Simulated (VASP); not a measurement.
# Mg in VASP: a series of runs

Runs on Mg. Level: PBE. Tasks: single point.

Program: VASP 6.6.1. These are calculated values, not measurements. Logs are shortened: lines on timing, memory, paths and dates and some standing lists are left out, and cuts for length are marked.

## 1. The cell of the first run

The structure is hexagonal, space group P6_3/mmc (No. 194). The conventional cell has a = 3.144 Å, b = 3.144 Å, c = 5.104 Å, α = 90.00°, β = 90.00°, γ = 120.00°. Mg (site symmetry -6m2) has 12 Mg at 3.13 to 3.14 Å within 4.1 Å.

## 2. Single point, PBE

Contents of INCAR:

```
PREC     = Accurate       # precision mode
ENCUT    = 520            # plane-wave cutoff, eV
EDIFF    = 1E-6           # SCF threshold, eV
ISMEAR   = 0              # smearing method
SIGMA    = 0.05           # smearing width, eV
LREAL    = F              # projectors in reciprocal space
LASPH    = T              # aspherical terms in the spheres
NELM     = 100            # most SCF steps
ALGO     = Normal         # electronic algorithm
ISIF     = 2              # what is computed and relaxed
LWAVE    = F              # write WAVECAR
LCHARG   = F              # write CHGCAR
GGA      = PE             # functional
NBANDS   = 9              # bands
```

Contents of KPOINTS:

```
regular mesh
0
Gamma
  12 12 8
```

Contents of POSCAR:

```
Mg
1.0
    3.1437856987      0.0000000000      0.0000000000
   -1.5718928494      2.7225982792      0.0000000000
    0.0000000000      0.0000000000      5.1039375022
Mg
2
Direct
    0.3333333333      0.6666666667      0.2500000000
    0.6666666667      0.3333333333      0.7500000000
```

Potentials or basis: VASP PAW PBE potentials, release 64 (Mg).

Launch:

```bash
$ cat potpaw_PBE.64/Mg/POTCAR > POTCAR
$ mpirun -np 1 vasp_std > vasp.out
```

OUTCAR:

```text
PREC = Accurate
   ENCUT = 520
   EDIFF = 1E-6
   ISMEAR = 0
   LREAL = F
   LASPH = T
   NELM = 100
   ISIF = 2
   GGA = PE

 ion  position               nearest neighbor table
   1  0.333  0.667  0.250-   2 3.13   2 3.13   2 3.13   2 3.13   2 3.13   2 3.13
   2  0.667  0.333  0.750-   1 3.13   1 3.13   1 3.13   1 3.13   1 3.13   1 3.13

  LATTYP: Found a hexagonal cell.
 ALAT       =     3.1437856987
 C/A-ratio  =     1.6235004518

  Lattice vectors:

 A1 = (   3.1437856987,   0.0000000000,   0.0000000000)
 A2 = (  -1.5718928494,   2.7225982792,   0.0000000000)
 A3 = (   0.0000000000,   0.0000000000,   5.1039375022)

Analysis of symmetry for initial positions (statically):
=====================================================================
 Subroutine PRICEL returns:
 Original cell was already a primitive cell.

 Routine SETGRP: Setting up the symmetry group for a
 hexagonal supercell.

 Subroutine GETGRP returns: Found 24 space group operations
 (whereof 12 operations were pure point group operations)
 out of a pool of 24 trial point group operations.

The static configuration has the point symmetry D_3d.
 The point group associated with its full space group is D_6h.

Analysis of symmetry for dynamics (positions and initial velocities):
=====================================================================
 Subroutine PRICEL returns:
 Original cell was already a primitive cell.

 Routine SETGRP: Setting up the symmetry group for a
 hexagonal supercell.

 Subroutine GETGRP returns: Found 24 space group operations
 (whereof 12 operations were pure point group operations)
 out of a pool of 24 trial point group operations.

The dynamic configuration has the point symmetry D_3d.
 The point group associated with its full space group is D_6h.

 Subroutine INISYM returns: Found 24 space group operations
 (whereof 12 operations are pure point group operations),
 and found     1 'primitive' translations

----------------------------------------------------------------------------------------

                                     Primitive cell

  volume of cell :      43.6860

  direct lattice vectors                    reciprocal lattice vectors
     3.143785699  0.000000000  0.000000000     0.318087839  0.183648100  0.000000000
    -1.571892849  2.722598279  0.000000000     0.000000000  0.367296199  0.000000000
     0.000000000  0.000000000  5.103937502     0.000000000  0.000000000  0.195927164

  length of vectors
     3.143785699  3.143785699  5.103937502     0.367296199  0.367296199  0.195927164

  position of ions in fractional coordinates (direct lattice)
     0.333333333  0.666666667  0.250000000
     0.666666667  0.333333333  0.750000000

  ion indices of the primitive-cell ions
   primitive index   ion index
                 1           1
                 2           2

----------------------------------------------------------------------------------------

 KPOINTS: regular mesh

Automatic generation of k-mesh.
 Grid dimensions read from file:
 generate k-points for:   12   12    8

 Generating k-lattice:

  Cartesian coordinates                     Fractional coordinates (reciprocal lattice)
     0.026507320  0.015304008  0.000000000     0.083333333  0.000000000  0.000000000
     0.000000000  0.030608017  0.000000000     0.000000000  0.083333333  0.000000000
     0.000000000  0.000000000  0.024490895     0.000000000  0.000000000  0.125000000

  Length of vectors
     0.030608017  0.030608017  0.024490895

  Shift w.r.t. Gamma in fractional coordinates (k-lattice)
     0.000000000  0.000000000  0.000000000

 Subroutine IBZKPT returns following result:
 ===========================================

 Found     95 irreducible k-points:

 Following reciprocal coordinates:
            Coordinates               Weight
  0.000000  0.000000  0.000000      1.000000
  0.083333  0.000000  0.000000      6.000000
  0.166667  0.000000  0.000000      6.000000
  0.250000  0.000000  0.000000      6.000000
  0.333333  0.000000  0.000000      6.000000
  0.416667  0.000000  0.000000      6.000000
[... 16 lines left out ...]
  0.250000  0.000000  0.125000     12.000000
  0.333333  0.000000  0.125000     12.000000
 [... further k-points ...]
   k-points           NKPTS =     95   k-points in BZ     NKDIM =     95   number of bands    NBANDS=      9
   number of dos      NEDOS =    301   number of ions     NIONS =      2
   total plane-waves  NPLWV =  23040
   dimension x,y,z NGX =    24 NGY =   24 NGZ =   40
   dimension x,y,z NGXF=    48 NGYF=   48 NGZF=   80
   ions per type =               2
   NGX,Y,Z   is equivalent  to a cutoff of  12.69, 12.69, 13.03 a.u.
   NGXF,Y,Z  is equivalent  to a cutoff of  25.38, 25.38, 26.06 a.u.
 SYSTEM =  unknown system
   PREC   = accura    normal or accurate (medium, high low for compatibility)
   ISTART =      0    job   : 0-new  1-cont  2-samecut
   ICHARG =      2    charge: 1-file 2-atom 10-const
   ISPIN  =      1    spin polarized calculation?
   LNONCOLLINEAR =      F non collinear calculations
   LSORBIT =      F    spin-orbit coupling
   LASPH  =      T    aspherical Exc in radial PAW
   ENCUT  =  520.0 eV  38.22 Ry    6.18 a.u.   5.85  5.85  9.49*2*pi/ulx,y,z
   NELM   =    100;   NELMIN=  2; NELMDL= -5     # of ELM steps
   EDIFF  = 0.1E-05   stopping-criterion for ELM
   LREAL  =      F    real-space projection
[... 7 lines left out ...]
   TEBEG  =    0.0;   TEEND  =   0.0 temperature during run
   PSTRESS=    0.0 pullay stress
   NELECT =       4.0000    total number of electrons
   NUPDOWN=      -1.0000    fix difference up-down
   EMIN   =  10.00;   EMAX   =-10.00  energy-range for DOS
   EFERMI =   0.00;   METHOD = LEGACY
   ISMEAR =     0;   SIGMA  =   0.05  broadening in eV -4-tet -1-fermi 0-gaus
   EFERMI_NEDOS =   21; number of points for ismear=-14 and -15
   IALGO  =     38    algorithm
   IMIX   =      4    mixing-type and parameters
     AMIX     =   0.40;   BMIX     =  1.00
     AMIX_MAG =   1.60;   BMIX_MAG =  1.00
  volume/ion in A,a.u.               =      21.84       147.40
  Fermi-wavevector in a.u.,A,eV,Ry     =   0.737872  1.394375  7.407756  0.544455
  Thomas-Fermi vector in A             =   1.831658
   LORBIT       =      0    0 simple, 1 ext, 2 COOP (PROOUT), +10 PAW based schemes
   GGA     = PE    functional components
   LHFCALC =     F    Hartree Fock is set to
   AEXX    =    0.0000 exact exchange contribution
   IVDW    =     0    specifies the selected vdW correction
   LEPSILON=     F    determine dielectric tensor
   LRPA    =     F    only Hartree local field effects (RPA)
 non-spin polarized calculation
 Gauss-broadening in eV      SIGMA  =   0.05
  energy-cutoff  :      520.00
  volume of cell :       43.69
 maximum number of plane-waves:      1194
 NGX is ok and might be reduce to    24
   NGX = 11   NGY = 11   NGZ = 19

 number of electron       4.0000000 magnetization

 Free energy of the ion-electron system (eV)
  ---------------------------------------------------
  ext. energy  EPLUGINS =         0.00000000
  ---------------------------------------------------
  free energy    TOTEN  =        -2.99938128 eV

  energy without entropy =       -2.99826522  energy(sigma->0) =       -2.99882325

 E-fermi :   2.8092     XC(G=0):  -8.6463

 val. band max:        2.8050799618   @ k =   0.2500   0.0833   0.0000
 cond. band min:       2.8441609375   @ k =   0.2500   0.0000   0.0000
 fundamental gap:      0.0390809757
 Fermi energy:         2.8092126917

 k-point     1 :       0.0000    0.0000    0.0000
  band No.  band energies     occupation
      1      -4.2503      2.00000
      2       1.1323      2.00000
      3       1.6598      2.00000
      4      14.1282      0.00000
      5      14.1282      0.00000
      6      14.3457      0.00000
      7      14.3457      0.00000
      8      15.0202      0.00000
      9      16.7883      0.00000

 k-point     2 :       0.0833    0.0000    0.0000
  band No.  band energies     occupation
      1      -4.1090      2.00000
      2       1.2607      2.00000
      3       1.7965      2.00000
      4      11.8269      0.00000
      5      12.9533      0.00000
      6      13.7507      0.00000
      7      15.6958      0.00000
      8      15.9331      0.00000
      9      16.6127      0.00000

 k-point     3 :       0.1667    0.0000    0.0000
  band No.  band energies     occupation
      1      -3.6863      2.00000
      2       1.6462      2.00000
      3       2.2005      2.00000
      4       9.2341      0.00000
      5      11.9032      0.00000
      6      12.4649      0.00000
      7      14.0556      0.00000
      8      15.1389      0.00000
      9      16.5320      0.00000

 k-point     4 :       0.2500    0.0000    0.0000
  band No.  band energies     occupation
      1      -2.9862      2.00000
      2       2.2897      2.00000
      3       2.8442      0.32291
      4       6.8394      0.00000
      5      11.0861      0.00000
      6      11.0985      0.00000
      7      11.6274      0.00000
      8      13.5766      0.00000
      9      15.6046      0.00000
[... 205 lines left out ...]
 k-point    22 :       0.1667    0.0000    0.1250
  band No.  band energies     occupation
      1      -3.5963      2.00000
      2       0.6098      2.00000
      3       3.3889      0.00000
      4       9.3118      0.00000
      5      11.9776      0.00000
      6      12.3266      0.00000
      7      13.5044      0.00000
      8      15.2316      0.00000
      9      15.5395      0.00000

 k-point    23 :       0.2500    0.0000    0.1250
  band No.  band energies     occupation
      1      -2.8969      2.00000
      2       1.2710      2.00000
      3       4.0009      0.00000
      4       6.9330      0.00000
      5      10.4522      0.00000
      6      11.1609      0.00000
      7      11.9598      0.00000
      8      14.0129      0.00000
      9      14.7586      0.00000

 k-point    24 :       0.3333    0.0000    0.1250
  band No.  band energies     occupation
      1      -1.9268      2.00000
      2       2.1699      2.00000
      3       4.2829      0.00000
      4       5.3684      0.00000
      5       8.4372      0.00000
      6      10.5491      0.00000
      7      10.5784      0.00000
      8      12.6652      0.00000
      9      14.1588      0.00000

 [... further k-points ...]
[... 5 lines left out ...]
  --------------------------------------------------------------------------------------
  -------------------------------------------------------------------------------------
  Total        0.5902601      0.5902601      0.2688330     -0.0000000      0.0000000      0.0000000
  in kB       21.6477189     21.6477189      9.8594200     -0.0000000      0.0000000      0.0000000
  external PRESSURE =      17.7182859 kB  Pullay stress =       0.0000000 kB

 VOLUME and BASIS-vectors are now :
 -----------------------------------------------------------------------------
  energy-cutoff  :      520.00
  volume of cell :       43.69
      direct lattice vectors                 reciprocal lattice vectors
     3.143785699  0.000000000  0.000000000     0.318087839  0.183648100  0.000000000
    -1.571892849  2.722598279  0.000000000     0.000000000  0.367296199  0.000000000
     0.000000000  0.000000000  5.103937502     0.000000000  0.000000000  0.195927164

 POSITION                                       TOTAL-FORCE (eV/Angst)
 -----------------------------------------------------------------------------------
     -0.00000      1.81507      1.27598        -0.000000      0.000000      0.000000
      1.57189      0.90753      3.82795         0.000000     -0.000000      0.000000
 -----------------------------------------------------------------------------------
    total drift:                                0.000000     -0.000000      0.000000

  FREE ENERGIE OF THE ION-ELECTRON SYSTEM (eV)
  ---------------------------------------------------
  free  energy   TOTEN  =        -2.9993812832 eV

  energy  without entropy=       -2.9982652220  energy(sigma->0) =       -2.99882325
```

Run time: 26 s. Hardware: 1 thread of Intel Xeon 8259CL, shared host; peak memory 0.18 GiB.

Results:

* Free energy: -2.9994 eV
* Pressure: 1.8 GPa
* Band gap on the k mesh: zero (bands 2 and 3 overlap by 2.25 eV)

## 3. Single point, PBE

This run uses another cell than the first one, of 23.24 Å³/atom.

Contents of INCAR:

```
SYSTEM = Mg
  PREC = Accurate
  ENCUT = 520
  EDIFF = 1E-7
  ISMEAR = 0
  SIGMA = 0.05
  LREAL = .False.
  LASPH = .True.
  NELM = 80
  ALGO = Fast
  ISIF = 2
  LWAVE = .False.
  LCHARG = .False.
  GGA = PE
  NBANDS = 9
```

Contents of KPOINTS:

```
regular mesh
0
Gamma
  12 12 8
  0 0 0
```

Contents of POSCAR:

```
Mg
1.0
    3.2093000000      0.0000000000      0.0000000000
   -1.6046500000      2.7793353284      0.0000000000
    0.0000000000      0.0000000000      5.2103000000
Mg
2
Direct
    0.3333333333      0.6666666667      0.2500000000
    0.6666666667      0.3333333333      0.7500000000
```

Potentials or basis: VASP PAW PBE potentials, release 64 (Mg).

Launch:

```bash
$ cat potpaw_PBE.64/Mg/POTCAR > POTCAR
$ mpirun -np 1 vasp_std > vasp.out
```

It took 31 s on 1 thread of Intel Xeon 8259CL, shared host; peak memory 0.18 GiB.

It converged, with:

```yaml
Free_energy: -3.0084 eV
Pressure: -0.6 GPa
Band_gap_on_the_k_mesh: zero (bands 2 and 3 overlap by 2.24 eV)
```

Stress tensor (GPa, compression positive):
```
-0.29  0.00  0.00
 0.00 -0.29  0.00
 0.00  0.00 -1.27
```

Levels at points of the mesh, in eV from the Fermi level:
```csv
k point,band 1,band 2,band 3,band 4,band 5
"(0.00, 0.00, 0.00)",-6.80,-1.59,-1.17,10.94,10.94
"(0.50, 0.00, 0.00)",-2.05,-2.04,2.72,3.09,3.32
"(0.00, 0.00, 0.50)",-5.42,-5.42,5.07,5.07,11.69
"(0.50, 0.00, 0.50)",-1.01,-1.01,-0.37,-0.37,8.06
```

## 4. Single point, PBE

This run uses another cell than the first one, of 23.24 Å³/atom.

Contents of INCAR:

```
ALGO = Normal
EDIFF = 1E-6
ENCUT = 520
GGA = PE
ISIF = 2
ISMEAR = 0
LASPH = True
LCHARG = False
LREAL = False
LWAVE = False
NBANDS = 9
NELM = 100
PREC = Accurate
SIGMA = 0.05
```

Contents of KPOINTS:

```
k-points
0
Gamma
  12 12 8
```

Edit POSCAR of step 3 so:

```diff
@@ -9,2 +9,2 @@
     0.3333333333      0.6666666667      0.2500000000
-    0.6666666667      0.3333333333      0.7500000000
+    0.6666666667      0.3333333333      0.7691927528
```

Launch:

```bash
$ cat potpaw_PBE.64/Mg/POTCAR > POTCAR
$ mpirun -np 1 vasp_std > vasp.out
```

Wall time 40 s (1 thread of Intel Xeon 8259CL, shared host); peak memory 0.19 GiB.

Results (log left out):

| Item | Value |
| --- | --- |
| Free energy | -2.9952 eV |
| Pressure | -0.5 GPa |
| Largest force | 0.264 eV/Å |
| Band gap on the k mesh | zero (bands 2 and 3 overlap by 2.23 eV) |

Forces on the atoms (eV/Å):
```
Mg   0.000  0.000  0.264
Mg   0.000  0.000 -0.264
```

Stress tensor (GPa, compression positive):
```
-0.22  0.00  0.00
 0.00 -0.22  0.00
 0.00  0.00 -1.05
```

Levels at points of the mesh, in eV from the Fermi level:
| k point | band 1 | band 2 | band 3 | band 4 | band 5 | band 6 |
| --- | --- | --- | --- | --- | --- | --- |
| (0.00, 0.00, 0.00) | -6.81 | -1.58 | -1.17 | 10.93 | 10.93 | 11.02 |
| (0.50, 0.00, 0.00) | -2.06 | -2.05 | 2.73 | 3.10 | 3.32 | 3.73 |
| (0.00, 0.00, 0.50) | -5.57 | -5.28 | 5.02 | 5.12 | 11.63 | 11.63 |
| (0.50, 0.00, 0.50) | -1.06 | -1.04 | -0.34 | -0.34 | 7.88 | 7.90 |

## 5. Overview

| cell | gap on the mesh (eV) | pressure (GPa) |
| --- | --- | --- |
| a = 3.144, b = 3.144, c = 5.104 Å, angles 90.0, 90.0, 120.0°, 2 atoms, atomic positions A | none | 1.8 |
| a = 3.209, b = 3.209, c = 5.210 Å, angles 90.0, 90.0, 120.0°, 2 atoms, atomic positions A | none | -0.6 |
| a = 3.209, b = 3.209, c = 5.210 Å, angles 90.0, 90.0, 120.0°, 2 atoms, atomic positions B | none | -0.5 |

Alike in all rows: task single point; level PBE; potentials or basis VASP PAW PBE potentials, release 64 (Mg); no spin polarisation; k mesh 12 × 12 × 8; cutoff (eV) 520; smearing gaussian 0.05 eV.

Total energies depend on the potentials used, so only differences within one code and one set of settings carry meaning.
